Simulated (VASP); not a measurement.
# GePt (Pnma) in VASP: single point with PBE

Aim: the single point of GePt with PBE.

All numbers are computed with VASP 6.6.1; they aren't measurements. Logs are shortened: lines on timing, memory, paths and dates and some standing lists are left out, and cuts for length are marked.

**1. The cell of the first run**

Symmetry: Pnma, No. 62, orthorhombic system. Conventional cell: a = 5.655 Å, b = 3.651 Å, c = 6.006 Å, α = 90.00°, β = 90.00°, γ = 90.00°. Within 3.3 Å of Ge (site symmetry m) lie 6 Pt at 2.48 to 2.62 Å and 2 Ge at 2.93 Å. Pt (site symmetry m) has 6 Ge at 2.48 to 2.62 Å and 4 Pt at 2.91 to 2.92 Å within 3.3 Å.

**2. Single point, PBE (15.50 Å³/atom)**

Contents of INCAR:

```
SYSTEM = GePt
  ALGO = Normal
  EDIFF = 1E-6
  ENCUT = 520
  GGA = PE
  ISIF = 2
  ISMEAR = -1
  KPAR = 4
  LASPH = .True.
  LCHARG = .False.
  LREAL = .False.
  LWAVE = .False.
  NBANDS = 58
  NELM = 80
  PREC = Accurate
  SIGMA = 0.05
```

Contents of KPOINTS:

```
k-points
0
Gamma
  8 13 8
  0 0 0
```

Contents of POSCAR:

```
GePt
1.0
    5.6545310440      0.0000000000      0.0000000000
    0.0000000000      3.6509803548      0.0000000000
    0.0000000000      0.0000000000      6.0057196434
Ge Pt
4 4
Direct
    0.8194825041      0.7500000000      0.5875721152
    0.1805174959      0.2500000000      0.4124278848
    0.6805174959      0.2500000000      0.0875721152
    0.3194825041      0.7500000000      0.9124278848
    0.9942763942      0.7500000000      0.1884540451
    0.0057236058      0.2500000000      0.8115459549
    0.5057236058      0.2500000000      0.6884540451
    0.4942763942      0.7500000000      0.3115459549
```

Potentials or basis: VASP PAW PBE potentials, release 64 (Ge_d, Pt).

Run with:

```
cat potpaw_PBE.64/Ge_d/POTCAR potpaw_PBE.64/Pt/POTCAR > POTCAR
mpirun -np 4 vasp_std > vasp.out
```

OUTCAR:

```text
SYSTEM = GePt
   EDIFF = 1E-6
   ENCUT = 520
   GGA = PE
   ISIF = 2
   ISMEAR = -1
   LASPH = .True.
   LREAL = .False.
   NELM = 80
   PREC = Accurate

 ion  position               nearest neighbor table
   1  0.819  0.750  0.588-   8 2.48   6 2.50   6 2.50   5 2.59   7 2.62   7 2.62
   2  0.181  0.250  0.412-   7 2.48   5 2.50   5 2.50   6 2.59   8 2.62   8 2.62
   3  0.681  0.250  0.088-   6 2.48   8 2.50   8 2.50   7 2.59   5 2.62   5 2.62
   4  0.319  0.750  0.912-   5 2.48   7 2.50   7 2.50   8 2.59   6 2.62   6 2.62
   5  0.994  0.750  0.188-   4 2.48   2 2.50   2 2.50   1 2.59   3 2.62   3 2.62   6 2.91   6 2.91
                             8 2.92   8 2.92
   6  0.006  0.250  0.812-   3 2.48   1 2.50   1 2.50   2 2.59   4 2.62   4 2.62   5 2.91   5 2.91
                             7 2.92   7 2.92
   7  0.506  0.250  0.688-   2 2.48   4 2.50   4 2.50   3 2.59   1 2.62   1 2.62   8 2.91   8 2.91
                             6 2.92   6 2.92
   8  0.494  0.750  0.312-   1 2.48   3 2.50   3 2.50   4 2.59   2 2.62   2 2.62   7 2.91   7 2.91
                             5 2.92   5 2.92

  LATTYP: Found a simple orthorhombic cell.
 ALAT       =     3.6509803548
 B/A-ratio  =     1.5487706025
 C/A-ratio  =     1.6449608214

  Lattice vectors:

 A1 = (   0.0000000000,  -3.6509803548,   0.0000000000)
 A2 = (   5.6545310440,   0.0000000000,   0.0000000000)
 A3 = (   0.0000000000,   0.0000000000,   6.0057196434)

Analysis of symmetry for initial positions (statically):
=====================================================================
 Subroutine PRICEL returns:
 Original cell was already a primitive cell.

 Routine SETGRP: Setting up the symmetry group for a
 simple orthorhombic supercell.

 Subroutine GETGRP returns: Found  8 space group operations
 (whereof  2 operations were pure point group operations)
 out of a pool of  8 trial point group operations.

The static configuration has the point symmetry S_2 .
 The point group associated with its full space group is D_2h.

Analysis of symmetry for dynamics (positions and initial velocities):
=====================================================================
 Subroutine PRICEL returns:
 Original cell was already a primitive cell.

 Routine SETGRP: Setting up the symmetry group for a
 simple orthorhombic supercell.

 Subroutine GETGRP returns: Found  8 space group operations
 (whereof  2 operations were pure point group operations)
 out of a pool of  8 trial point group operations.

The dynamic configuration has the point symmetry S_2 .
 The point group associated with its full space group is D_2h.

 Subroutine INISYM returns: Found  8 space group operations
 (whereof  2 operations are pure point group operations),
 and found     1 'primitive' translations

----------------------------------------------------------------------------------------

                                     Primitive cell

  volume of cell :     123.9856

  direct lattice vectors                    reciprocal lattice vectors
     5.654531044  0.000000000  0.000000000     0.176849325  0.000000000  0.000000000
     0.000000000  3.650980355  0.000000000     0.000000000  0.273899036  0.000000000
     0.000000000  0.000000000  6.005719643     0.000000000  0.000000000  0.166507939

  length of vectors
     5.654531044  3.650980355  6.005719643     0.176849325  0.273899036  0.166507939

  position of ions in fractional coordinates (direct lattice)
     0.819482504  0.750000000  0.587572115
     0.180517496  0.250000000  0.412427885
     0.680517496  0.250000000  0.087572115
     0.319482504  0.750000000  0.912427885
     0.994276394  0.750000000  0.188454045
     0.005723606  0.250000000  0.811545955
     0.505723606  0.250000000  0.688454045
     0.494276394  0.750000000  0.311545955

  ion indices of the primitive-cell ions
   primitive index   ion index
                 1           1
                 2           2
                 3           3
                 4           4
                 5           5
                 6           6
                 7           7
                 8           8

----------------------------------------------------------------------------------------

 KPOINTS: k-points

Automatic generation of k-mesh.
 Grid dimensions read from file:
 generate k-points for:    8   13    8

 Generating k-lattice:

  Cartesian coordinates                     Fractional coordinates (reciprocal lattice)
     0.022106166  0.000000000  0.000000000     0.125000000  0.000000000  0.000000000
     0.000000000  0.021069157  0.000000000     0.000000000  0.076923077  0.000000000
     0.000000000  0.000000000  0.020813492     0.000000000  0.000000000  0.125000000

  Length of vectors
     0.022106166  0.021069157  0.020813492

  Shift w.r.t. Gamma in fractional coordinates (k-lattice)
     0.000000000  0.000000000  0.000000000

 Subroutine IBZKPT returns following result:
 ===========================================

 Found    175 irreducible k-points:

 Following reciprocal coordinates:
            Coordinates               Weight
  0.000000  0.000000  0.000000      1.000000
  0.125000  0.000000  0.000000      2.000000
  0.250000  0.000000  0.000000      2.000000
  0.375000  0.000000  0.000000      2.000000
  0.500000  0.000000  0.000000      1.000000
  0.000000  0.076923  0.000000      2.000000
[... 16 lines left out ...]
  0.250000  0.307692  0.000000      4.000000
  0.375000  0.307692  0.000000      4.000000
 [... further k-points ...]
   k-points           NKPTS =    175   k-points in BZ     NKDIM =    175   number of bands    NBANDS=     58
   number of dos      NEDOS =    301   number of ions     NIONS =      8
   total plane-waves  NPLWV =  56448
   dimension x,y,z NGX =    42 NGY =   28 NGZ =   48
   dimension x,y,z NGXF=    84 NGYF=   56 NGZF=   96
   ions per type =               4   4
   NGX,Y,Z   is equivalent  to a cutoff of  12.35, 12.75, 13.29 a.u.
   NGXF,Y,Z  is equivalent  to a cutoff of  24.70, 25.50, 26.57 a.u.
 SYSTEM =  GePt
   PREC   = accura    normal or accurate (medium, high low for compatibility)
   ISTART =      0    job   : 0-new  1-cont  2-samecut
   ICHARG =      2    charge: 1-file 2-atom 10-const
   ISPIN  =      1    spin polarized calculation?
   LNONCOLLINEAR =      F non collinear calculations
   LSORBIT =      F    spin-orbit coupling
   LASPH  =      T    aspherical Exc in radial PAW
   ENCUT  =  520.0 eV  38.22 Ry    6.18 a.u.  10.51  6.79 11.17*2*pi/ulx,y,z
   NELM   =     80;   NELMIN=  2; NELMDL= -5     # of ELM steps
   EDIFF  = 0.1E-05   stopping-criterion for ELM
   LREAL  =      F    real-space projection
[... 7 lines left out ...]
   TEBEG  =    0.0;   TEEND  =   0.0 temperature during run
   PSTRESS=    0.0 pullay stress
   NELECT =      96.0000    total number of electrons
   NUPDOWN=      -1.0000    fix difference up-down
   EMIN   =  10.00;   EMAX   =-10.00  energy-range for DOS
   EFERMI =   0.00;   METHOD = LEGACY
   ISMEAR =    -1;   SIGMA  =   0.05  broadening in eV -4-tet -1-fermi 0-gaus
   EFERMI_NEDOS =   21; number of points for ismear=-14 and -15
   IALGO  =     38    algorithm
   IMIX   =      4    mixing-type and parameters
     AMIX     =   0.40;   BMIX     =  1.00
     AMIX_MAG =   1.60;   BMIX_MAG =  1.00
  volume/ion in A,a.u.               =      15.50       104.59
  Fermi-wavevector in a.u.,A,eV,Ry     =   1.503286  2.840798 30.747370  2.259868
  Thomas-Fermi vector in A             =   2.614416
   LORBIT       =      0    0 simple, 1 ext, 2 COOP (PROOUT), +10 PAW based schemes
   GGA     = PE    functional components
   LHFCALC =     F    Hartree Fock is set to
   AEXX    =    0.0000 exact exchange contribution
   IVDW    =     0    specifies the selected vdW correction
   LEPSILON=     F    determine dielectric tensor
   LRPA    =     F    only Hartree local field effects (RPA)
 non-spin polarized calculation
  energy-cutoff  :      520.00
  volume of cell :      123.99
 maximum number of plane-waves:      3374
   NGX = 21   NGY = 13   NGZ = 23

 number of electron      96.0000045 magnetization

 Free energy of the ion-electron system (eV)
  ---------------------------------------------------
  ext. energy  EPLUGINS =         0.00000000
  ---------------------------------------------------
  free energy    TOTEN  =       -45.69454385 eV

  energy without entropy =      -45.67792522  energy(sigma->0) =      -45.68623453

 E-fermi :  10.4947     XC(G=0): -12.7024

 val. band max:       10.4947039759   @ k =   0.0000   0.2308   0.2500
 cond. band min:      10.4995212309   @ k =   0.3750   0.1538   0.3750
 fundamental gap:      0.0048172549
 Fermi energy:        10.4947087287

 k-point     1 :       0.0000    0.0000    0.0000
  band No.  band energies     occupation
      1     -14.8432      2.00000
      2     -14.8354      2.00000
      3     -14.8281      2.00000
      4     -14.8261      2.00000
      5     -14.8098      2.00000
      6     -14.7913      2.00000
[... 50 lines left out ...]
     57      15.8838      0.00000
     58      16.5657      0.00000

 k-point     2 :       0.1250    0.0000    0.0000
  band No.  band energies     occupation
      1     -14.8429      2.00000
      2     -14.8356      2.00000
      3     -14.8277      2.00000
      4     -14.8258      2.00000
      5     -14.8096      2.00000
      6     -14.7923      2.00000
[... 50 lines left out ...]
     57      16.3741      0.00000
     58      16.4083      0.00000

 k-point     3 :       0.2500    0.0000    0.0000
  band No.  band energies     occupation
      1     -14.8418      2.00000
      2     -14.8362      2.00000
      3     -14.8266      2.00000
      4     -14.8252      2.00000
      5     -14.8089      2.00000
      6     -14.7953      2.00000
[... 1216 lines left out ...]
      3     -14.8155      2.00000
      4     -14.8131      2.00000
      5     -14.8115      2.00000
      6     -14.8072      2.00000
[... 50 lines left out ...]
     57      15.4951      0.00000
     58      16.8177      0.00000

 k-point    24 :       0.3750    0.3077    0.0000
  band No.  band energies     occupation
      1     -14.8362      2.00000
      2     -14.8347      2.00000
      3     -14.8143      2.00000
      4     -14.8114      2.00000
      5     -14.8110      2.00000
      6     -14.8079      2.00000
[... 50 lines left out ...]
     57      16.1308      0.00000
     58      16.6860      0.00000

 [... further k-points ...]

------------------------ aborting loop because EDIFF is reached ----------------------------------------

  FORCE on cell =-STRESS in cart. coord.  units (eV):
  Direction    XX          YY          ZZ          XY          YZ          ZX
  --------------------------------------------------------------------------------------
  -------------------------------------------------------------------------------------
  Total       12.1808458     11.7956831     11.6410987     -0.0000000      0.0000000      0.0000000
  in kB      157.4044053    152.4272220    150.4296382     -0.0000000      0.0000000      0.0000000
  external PRESSURE =     153.4204218 kB  Pullay stress =       0.0000000 kB

 VOLUME and BASIS-vectors are now :
 -----------------------------------------------------------------------------
  energy-cutoff  :      520.00
  volume of cell :      123.99
      direct lattice vectors                 reciprocal lattice vectors
     5.654531044  0.000000000  0.000000000     0.176849325  0.000000000  0.000000000
     0.000000000  3.650980355  0.000000000     0.000000000  0.273899036  0.000000000
     0.000000000  0.000000000  6.005719643     0.000000000  0.000000000  0.166507939

 POSITION                                       TOTAL-FORCE (eV/Angst)
 -----------------------------------------------------------------------------------
      4.63379      2.73824      3.52879         0.012829      0.000000      0.013359
      1.02074      0.91275      2.47693        -0.012829     -0.000000     -0.013359
      3.84801      0.91275      0.52593        -0.012829      0.000000      0.013359
      1.80652      2.73824      5.47979         0.012829      0.000000     -0.013359
      5.62217      2.73824      1.13180         0.001629      0.000000      0.006882
      0.03236      0.91275      4.87392        -0.001629     -0.000000     -0.006882
      2.85963      0.91275      4.13466        -0.001629     -0.000000      0.006882
      2.79490      2.73824      1.87106         0.001629      0.000000     -0.006882
 -----------------------------------------------------------------------------------
    total drift:                                0.000000     -0.000000      0.000000

  FREE ENERGIE OF THE ION-ELECTRON SYSTEM (eV)
  ---------------------------------------------------
  free  energy   TOTEN  =       -45.6945438505 eV

  energy  without entropy=      -45.6779252153  energy(sigma->0) =      -45.68623453
```

It took 4.7 min on 4 MPI ranks of Intel Xeon Platinum 8259CL at 2.50GHz (Skylake/Cascade Lake), shared host; peak memory 0.91 GiB.

Results:

- Free energy: -45.6945 eV
- Pressure: 15.3 GPa
- Largest force: 0.019 eV/Å
- Band gap on the k mesh: zero (bands 48 and 49 overlap by 1.50 eV)

Forces in eV/Å, atoms in the order of the input:
```
Ge   0.013  0.000  0.013
Ge  -0.013  0.000 -0.013
Ge  -0.013  0.000  0.013
Ge   0.013  0.000 -0.013
Pt   0.002  0.000  0.007
Pt  -0.002  0.000 -0.007
Pt  -0.002  0.000  0.007
Pt   0.002  0.000 -0.007
```

Caveat: the cell stands under pressure; spin-orbit coupling is left out, which moves the levels of the heavy elements.
